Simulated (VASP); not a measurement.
# TePb (P-6m2) in VASP: further runs

Runs on TePb. Level: PBE. Tasks: relaxation of shape and atoms at fixed volume, single point.

All numbers are computed with VASP 6.6.1; they aren't measurements. Logs are shortened: lines on timing, memory, paths and dates and some standing lists are left out, and cuts for length are marked.

### Step 1. The cell of the first run

It takes space group P-6m2 (No. 187, hexagonal). Conventional cell: a = 4.355 Å, b = 4.355 Å, c = 4.144 Å, α = 90.00°, β = 90.00°, γ = 120.00°. Pb (site symmetry -6m2) has 6 Te at 3.26 Å and 2 Pb at 4.14 Å within 4.3 Å. Within 4.3 Å of Te (site symmetry -6m2) lie 6 Pb at 3.26 Å and 2 Te at 4.14 Å.

### Step 2. Relaxation of shape and atoms at fixed volume, PBE (volume scaled by 0.945)

The input, INCAR:

```
  PREC = Accurate
  ENCUT = 600
  EDIFF = 1E-6
  ISMEAR = 0
  SIGMA = 0.05
  LREAL = F
  LASPH = T
  NELM = 100
  ALGO = Normal
  ISIF = 4
  LWAVE = F
  LCHARG = F
  GGA = PE
  IBRION = 2
  NSW = 60
  EDIFFG = -0.01
```

The input, KPOINTS:

```
Automatic mesh
0
Gamma
  10 10 8
```

The input, POSCAR:

```
TePb
1.0
    4.3551939896      0.0000000000      0.0000000000
   -2.1775969948      3.7717086334      0.0000000000
    0.0000000000      0.0000000000      4.1441164654
Pb Te
1 1
Direct
    0.0000000000      0.0000000000      0.0000000000
    0.6666666667      0.3333333333      0.5000000000
```

Potentials or basis: VASP PAW PBE potentials, release 64 (Pb_d, Te).

Started as:

```bash
> cat potpaw_PBE.64/Pb_d/POTCAR potpaw_PBE.64/Te/POTCAR > POTCAR
> mpirun -np 1 vasp_std > vasp.out
```

OUTCAR:

```text
PREC = Accurate
   ENCUT = 600
   EDIFF = 1E-6
   ISMEAR = 0
   LREAL = F
   LASPH = T
   NELM = 100
   ISIF = 4
   GGA = PE
   IBRION = 2
   NSW = 60
   EDIFFG = -0.01

 ion  position               nearest neighbor table
   1  0.000  0.000  0.000-   2 3.26   2 3.26   2 3.26   2 3.26   2 3.26   2 3.26
   2  0.667  0.333  0.500-   1 3.26   1 3.26   1 3.26   1 3.26   1 3.26   1 3.26

  LATTYP: Found a hexagonal cell.
 ALAT       =     4.3551939896
 C/A-ratio  =     0.9515343003

  Lattice vectors:

 A1 = (   4.3551939896,   0.0000000000,   0.0000000000)
 A2 = (  -2.1775969948,   3.7717086334,   0.0000000000)
 A3 = (   0.0000000000,   0.0000000000,   4.1441164654)

Analysis of symmetry for initial positions (statically):
=====================================================================
 Subroutine PRICEL returns:
 Original cell was already a primitive cell.

 Routine SETGRP: Setting up the symmetry group for a
 hexagonal supercell.

 Subroutine GETGRP returns: Found 12 space group operations
 (whereof 12 operations were pure point group operations)
 out of a pool of 24 trial point group operations.

The static configuration has the point symmetry D_3h.

Analysis of symmetry for dynamics (positions and initial velocities):
=====================================================================
 Subroutine PRICEL returns:
 Original cell was already a primitive cell.

 Routine SETGRP: Setting up the symmetry group for a
 hexagonal supercell.

 Subroutine GETGRP returns: Found 12 space group operations
 (whereof 12 operations were pure point group operations)
 out of a pool of 24 trial point group operations.

The dynamic configuration has the point symmetry D_3h.

 Subroutine INISYM returns: Found 12 space group operations
 (whereof 12 operations are pure point group operations),
 and found     1 'primitive' translations

----------------------------------------------------------------------------------------

                                     Primitive cell

  volume of cell :      68.0734

  direct lattice vectors                    reciprocal lattice vectors
     4.355193990  0.000000000  0.000000000     0.229610897  0.132565913  0.000000000
    -2.177596995  3.771708633  0.000000000     0.000000000  0.265131827  0.000000000
     0.000000000  0.000000000  4.144116465     0.000000000  0.000000000  0.241305960

  length of vectors
     4.355193990  4.355193990  4.144116465     0.265131827  0.265131827  0.241305960

  position of ions in fractional coordinates (direct lattice)
     0.000000000  0.000000000  0.000000000
     0.666666667  0.333333333  0.500000000

  ion indices of the primitive-cell ions
   primitive index   ion index
                 1           1
                 2           2

----------------------------------------------------------------------------------------

 KPOINTS: Automatic mesh

Automatic generation of k-mesh.
 Grid dimensions read from file:
 generate k-points for:   10   10    8

 Generating k-lattice:

  Cartesian coordinates                     Fractional coordinates (reciprocal lattice)
     0.022961090  0.013256591  0.000000000     0.100000000  0.000000000  0.000000000
     0.000000000  0.026513183  0.000000000     0.000000000  0.100000000  0.000000000
     0.000000000  0.000000000  0.030163245     0.000000000  0.000000000  0.125000000

  Length of vectors
     0.026513183  0.026513183  0.030163245

  Shift w.r.t. Gamma in fractional coordinates (k-lattice)
     0.000000000  0.000000000  0.000000000

 Subroutine IBZKPT returns following result:
 ===========================================

 Found     70 irreducible k-points:

 Following reciprocal coordinates:
            Coordinates               Weight
  0.000000  0.000000  0.000000      1.000000
  0.100000 -0.000000  0.000000      6.000000
  0.200000 -0.000000  0.000000      6.000000
  0.300000 -0.000000  0.000000      6.000000
  0.400000 -0.000000  0.000000      6.000000
  0.500000 -0.000000  0.000000      3.000000
[... 16 lines left out ...]
  0.300000  0.100000  0.125000     24.000000
  0.400000  0.100000  0.125000     24.000000
 [... further k-points ...]
   k-points           NKPTS =     70   k-points in BZ     NKDIM =     70   number of bands    NBANDS=     14
   number of dos      NEDOS =    301   number of ions     NIONS =      2
   total plane-waves  NPLWV =  46656
   dimension x,y,z NGX =    36 NGY =   36 NGZ =   36
   dimension x,y,z NGXF=    72 NGYF=   72 NGZF=   72
   ions per type =               1   1
   NGX,Y,Z   is equivalent  to a cutoff of  13.74, 13.74, 14.44 a.u.
   NGXF,Y,Z  is equivalent  to a cutoff of  27.48, 27.48, 28.88 a.u.
 SYSTEM =  unknown system
   PREC   = accura    normal or accurate (medium, high low for compatibility)
   ISTART =      0    job   : 0-new  1-cont  2-samecut
   ICHARG =      2    charge: 1-file 2-atom 10-const
   ISPIN  =      1    spin polarized calculation?
   LNONCOLLINEAR =      F non collinear calculations
   LSORBIT =      F    spin-orbit coupling
   LASPH  =      T    aspherical Exc in radial PAW
   ENCUT  =  600.0 eV  44.10 Ry    6.64 a.u.   8.70  8.70  8.28*2*pi/ulx,y,z
   NELM   =    100;   NELMIN=  2; NELMDL= -5     # of ELM steps
   EDIFF  = 0.1E-05   stopping-criterion for ELM
   LREAL  =      F    real-space projection
   EDIFFG = -.1E-01   stopping-criterion for IOM
   NSW    =     60    number of steps for IOM
   IBRION =      2    ionic relax: 0-MD 1-quasi-New 2-CG
   NFREE  =      1    steps in history (QN), initial steepest desc. (CG)
   ISIF   =      4    stress and relaxation
   ISYM   =      2    0-nonsym 1-usesym 2-fastsym
   POTIM  = 0.5000    time-step for ionic-motion
   TEBEG  =    0.0;   TEEND  =   0.0 temperature during run
   PSTRESS=    0.0 pullay stress
   NELECT =      20.0000    total number of electrons
   NUPDOWN=      -1.0000    fix difference up-down
   EMIN   =  10.00;   EMAX   =-10.00  energy-range for DOS
   EFERMI =   0.00;   METHOD = LEGACY
   ISMEAR =     0;   SIGMA  =   0.05  broadening in eV -4-tet -1-fermi 0-gaus
   EFERMI_NEDOS =   21; number of points for ismear=-14 and -15
   IALGO  =     38    algorithm
   IMIX   =      4    mixing-type and parameters
     AMIX     =   0.40;   BMIX     =  1.00
     AMIX_MAG =   1.60;   BMIX_MAG =  1.00
  volume/ion in A,a.u.               =      34.04       229.69
  Fermi-wavevector in a.u.,A,eV,Ry     =   1.088326  2.056638 16.115465  1.184453
  Thomas-Fermi vector in A             =   2.224505
   LORBIT       =      0    0 simple, 1 ext, 2 COOP (PROOUT), +10 PAW based schemes
   GGA     = PE    functional components
   LHFCALC =     F    Hartree Fock is set to
   AEXX    =    0.0000 exact exchange contribution
   IVDW    =     0    specifies the selected vdW correction
   LEPSILON=     F    determine dielectric tensor
   LRPA    =     F    only Hartree local field effects (RPA)
 conjugate gradient relaxation of ions
 non-spin polarized calculation
 Gauss-broadening in eV      SIGMA  =   0.05
  energy-cutoff  :      600.00
  volume of cell :       68.07
 maximum number of plane-waves:      2289
 NGX is ok and might be reduce to    36
   NGX = 17   NGY = 17   NGZ = 17

--------------------------------------- Ionic step        1  -------------------------------------------

 number of electron      20.0000001 magnetization

 Free energy of the ion-electron system (eV)
  ---------------------------------------------------
  ext. energy  EPLUGINS =         0.00000000
  ---------------------------------------------------
  free energy    TOTEN  =        -7.26407625 eV

  energy without entropy =       -7.26263470  energy(sigma->0) =       -7.26335547

------------------------ aborting loop because EDIFF is reached ----------------------------------------

  FORCE on cell =-STRESS in cart. coord.  units (eV):
  Direction    XX          YY          ZZ          XY          YZ          ZX
  --------------------------------------------------------------------------------------
  -------------------------------------------------------------------------------------
  Total        0.8389790      0.8389790      0.9877190      0.0000000      0.0000000      0.0000000
  in kB       19.7462242     19.7462242     23.2469735      0.0000000      0.0000000      0.0000000
  external PRESSURE =      20.9131406 kB  Pullay stress =       0.0000000 kB
[... 57 lines left out ...]
  energy  without entropy=       -7.2629103564  energy(sigma->0) =       -7.26363284

--------------------------------------- Ionic step        3  -------------------------------------------

 number of electron      20.0000001 magnetization

 Free energy of the ion-electron system (eV)
  ---------------------------------------------------
  ext. energy  EPLUGINS =         0.00000000
  ---------------------------------------------------
  free energy    TOTEN  =        -7.26447720 eV

  energy without entropy =       -7.26307246  energy(sigma->0) =       -7.26377483

 E-fermi :   5.6028     XC(G=0):  -9.2545

 val. band max:        5.5856422761   @ k =   0.1000  -0.0000   0.3750
 cond. band min:       5.6154040850   @ k =   0.1000   0.1000   0.2500
 fundamental gap:      0.0297618089
 Fermi energy:         5.6028267042

 k-point     1 :       0.0000    0.0000    0.0000
  band No.  band energies     occupation
      1     -11.2392      2.00000
      2     -11.2392      2.00000
      3     -11.2222      2.00000
      4     -11.1829      2.00000
      5     -11.1829      2.00000
      6      -6.4242      2.00000
      7      -0.4189      2.00000
      8       3.5734      2.00000
      9       4.5862      2.00000
     10       4.5862      2.00000
     11       8.4634      0.00000
     12       8.4634      0.00000
     13       9.7926      0.00000
     14      11.5441      0.00000
[... 375 lines left out ...]
 k-point    24 :       0.4000    0.1000    0.1250
  band No.  band energies     occupation
      1     -11.2488      2.00000
      2     -11.2084      2.00000
      3     -11.2056      2.00000
      4     -11.1946      2.00000
      5     -11.1908      2.00000
      6      -5.0612      2.00000
      7      -2.5684      2.00000
      8       2.7743      2.00000
      9       3.6893      2.00000
     10       5.1158      2.00000
     11       6.8574      0.00000
     12       9.2779      0.00000
     13       9.6748      0.00000
     14      11.0327      0.00000

 [... further k-points ...]

------------------------ aborting loop because EDIFF is reached ----------------------------------------

  FORCE on cell =-STRESS in cart. coord.  units (eV):
  Direction    XX          YY          ZZ          XY          YZ          ZX
  --------------------------------------------------------------------------------------
  -------------------------------------------------------------------------------------
  Total        0.8452381      0.8452381      0.8409695      0.0000000      0.0000000      0.0000000
  in kB       19.8935387     19.8935387     19.7930726      0.0000000      0.0000000      0.0000000
  external PRESSURE =      19.8600500 kB  Pullay stress =       0.0000000 kB
[... 17 lines left out ...]
  FREE ENERGIE OF THE ION-ELECTRON SYSTEM (eV)
  ---------------------------------------------------
  free  energy   TOTEN  =        -7.2644772029 eV

  energy  without entropy=       -7.2630724611  energy(sigma->0) =       -7.26377483

 reached required accuracy - stopping structural energy minimisation
```

Run time: 53 s. Hardware: 1 thread of Intel Xeon 6975P-C (Granite Rapids), shared host; peak memory 0.27 GiB.

What came out:

| Quantity | Value |
| --- | --- |
| Free energy | -7.2645 eV |
| Energy gained by relaxing | 0.2 meV/atom |
| Ionic steps | 3 |
| Pressure after relaxing | 2.0 GPa |
| Band gap on the k mesh | zero (band 10 reaches 5.85 eV, above the bottom of band 11 at 5.06 eV) |

Step by step:
| step | energy change (eV) | largest force (eV/Å) | pressure (GPa) | volume (Å³) |
| --- | --- | --- | --- | --- |
| 1 | 0.0000 | 0.0000 | 2.09 | 68.07 |
| 2 | -0.0003 | 0.0000 | 2.05 | 68.07 |
| 3 | -0.0004 | 0.0000 | 1.99 | 68.07 |

Final structure:
```yaml
crystal:
  lattice:
    - [4.34295, 0.00000, 0.00000]
    - [-2.17148, 3.76111, 0.00000]
    - [0.00000, 0.00000, 4.16751]
  atoms:
    - { symbol: Pb, position: [0.00000, 0.00000, 0.00000] }
    - { symbol: Te, position: [0.66667, 0.33333, 0.50000] }
```

Caveat: the cell differs from its parent crystal (volume scaled by 0.945); spin-orbit coupling is left out, which moves the levels of the heavy elements.

### Step 3. Relaxation of shape and atoms at fixed volume, PBE (volume scaled by 0.960)

The input, INCAR:

```
SYSTEM = TePb
PREC     = Accurate       ! precision mode
ENCUT    = 600            ! plane-wave cutoff, eV
EDIFF    = 1E-6           ! SCF threshold, eV
ISMEAR   = 0              ! smearing method
SIGMA    = 0.05           ! smearing width, eV
LREAL    = .FALSE.        ! projectors in reciprocal space
LASPH    = .TRUE.         ! aspherical terms in the spheres
NELM     = 60             ! most SCF steps
ALGO     = Normal         ! electronic algorithm
ISIF     = 4              ! what is computed and relaxed
LWAVE    = .FALSE.        ! write WAVECAR
LCHARG   = .FALSE.        ! write CHGCAR
GGA      = PE             ! functional
IBRION   = 2              ! ionic algorithm
NSW      = 60             ! ionic steps
EDIFFG   = -0.01          ! ionic threshold
```

The input, KPOINTS:

```
Automatic mesh
0
G
  10 10 8
  0 0 0
```

The input, POSCAR:

```
TePb
1.0
    4.3882173884      0.0000000000      0.0000000000
   -2.1941086942      3.8003077357      0.0000000000
    0.0000000000      0.0000000000      4.1467716151
Pb Te
1 1
Direct
    0.0000000000      0.0000000000      0.0000000000
    0.6666666667      0.3333333333      0.5000000000
```

Potentials or basis: VASP PAW PBE potentials, release 64 (Pb_d, Te).

Started as:

```bash
> cat potpaw_PBE.64/Pb_d/POTCAR potpaw_PBE.64/Te/POTCAR > POTCAR
> mpirun -np 1 vasp_std > vasp.out
```

It took 54 s on 1 thread of Intel Xeon 6975P-C (Granite Rapids), shared host; peak memory 0.27 GiB.

Results (log left out):

```
Free energy               : -7.2761 eV
Energy gained by relaxing : 0.2 meV/atom
Ionic steps               : 3
Pressure after relaxing   : 1.4 GPa
Band gap on the k mesh    : zero (band 10 reaches 5.61 eV, above the bottom of band 11 at 4.94 eV)
```

The path:
```tsv
step	energy change (eV)	largest force (eV/Å)	pressure (GPa)	volume (Å³)
1	0.0000	0.0000	1.53	69.15
2	-0.0003	0.0000	1.50	69.15
3	-0.0004	0.0000	1.45	69.15
```

Final structure:
```cif
data_structure
_symmetry_space_group_name_H-M 'P 1'
_symmetry_Int_Tables_number 1
_cell_length_a 4.3765
_cell_length_b 4.3765
_cell_length_c 4.1689
_cell_angle_alpha 90.000
_cell_angle_beta 90.000
_cell_angle_gamma 120.000
_cell_volume 69.15
loop_
_atom_site_label
_atom_site_type_symbol
_atom_site_fract_x
_atom_site_fract_y
_atom_site_fract_z
_atom_site_occupancy
Pb1 Pb 0.00000 0.00000 0.00000 1
Te1 Te 0.66667 0.33333 0.50000 1
```

Levels at points of the mesh, in eV from the Fermi level:
```csv
k point,band 8,band 9,band 10,band 11,band 12,band 13
"(0.00, 0.00, 0.00)",-1.93,-1.03,-1.03,2.81,2.81,4.22
"(0.50, 0.00, 0.00)",-2.23,-1.70,-0.58,1.96,2.63,4.44
"(0.00, 0.00, 0.50)",-0.19,-0.19,0.17,1.28,2.62,2.62
"(0.50, 0.00, 0.50)",-3.79,-3.77,-0.75,1.36,2.61,2.63
```

Caveat: the cell differs from its parent crystal (volume scaled by 0.960); spin-orbit coupling is left out, which moves the levels of the heavy elements.

### Step 4. Relaxation of shape and atoms at fixed volume, PBE (volume scaled by 0.980)

The input, INCAR:

```
PREC = Accurate ; ENCUT = 600
EDIFF = 1E-7 ; ISMEAR = 0
SIGMA = 0.05 ; LREAL = False
LASPH = True ; NELM = 60
ALGO = Normal ; ISIF = 4
LWAVE = False ; LCHARG = False
GGA = PE ; IBRION = 2
NSW = 60 ; EDIFFG = -0.01
```

The input, KPOINTS:

```
regular mesh
0
Gamma
  10 10 8
```

The input, POSCAR:

```
TePb
1.0
    4.4260595180      0.0000000000      0.0000000000
   -2.2130297590      3.8330799813      0.0000000000
    0.0000000000      0.0000000000      4.1610863513
Pb Te
1 1
Direct
    0.0000000000      0.0000000000      0.0000000000
    0.6666666667      0.3333333333      0.5000000000
```

Started as:

```bash
> cat potpaw_PBE.64/Pb_d/POTCAR potpaw_PBE.64/Te/POTCAR > POTCAR
> mpirun -np 1 vasp_std > vasp.out
```

It took 60 s on 1 thread of Intel Xeon 6975P-C (Granite Rapids), shared host; peak memory 0.27 GiB.

The run converged. Its results:

```yaml
Free_energy: -7.2859 eV
Energy_gained_by_relaxing: 0.1 meV/atom
Ionic_steps: 3
Pressure_after_relaxing: 0.7 GPa
Band_gap_on_the_k_mesh: zero (band 10 reaches 5.37 eV, above the bottom of band 11 at 4.79 eV)
```

Step by step:
```csv
step,energy change (eV),largest force (eV/Å),pressure (GPa),volume (Å³)
1,0.0000,0.0000,0.76,70.59
2,-0.0002,0.0000,0.73,70.59
3,-0.0002,0.0000,0.70,70.59
```

Final structure:
```xyz
2
Lattice="4.4178 0.0000 0.0000 -2.2089 3.8259 0.0000 0.0000 0.0000 4.1767" Properties=species:S:1:pos:R:3 pbc="T T T"
Pb    0.0000    0.0000    4.1767
Te    2.2089    1.2753    2.0883
```

Levels at points of the mesh, in eV from the Fermi level:
```
           k point  band 8  band 9  band 10  band 11  band 12  band 13
(0.00, 0.00, 0.00)   -1.81   -1.03    -1.03     2.77     2.77     4.27
(0.50, 0.00, 0.00)   -2.19   -1.67    -0.51     1.98     2.65     4.49
(0.00, 0.00, 0.50)   -0.20   -0.20     0.09     1.21     2.57     2.57
(0.50, 0.00, 0.50)   -3.67   -3.67    -0.73     1.36     2.60     2.62
```

Caveat: the cell differs from its parent crystal (volume scaled by 0.980); spin-orbit coupling is left out, which moves the levels of the heavy elements.

(Continued in part 2 of 2.)
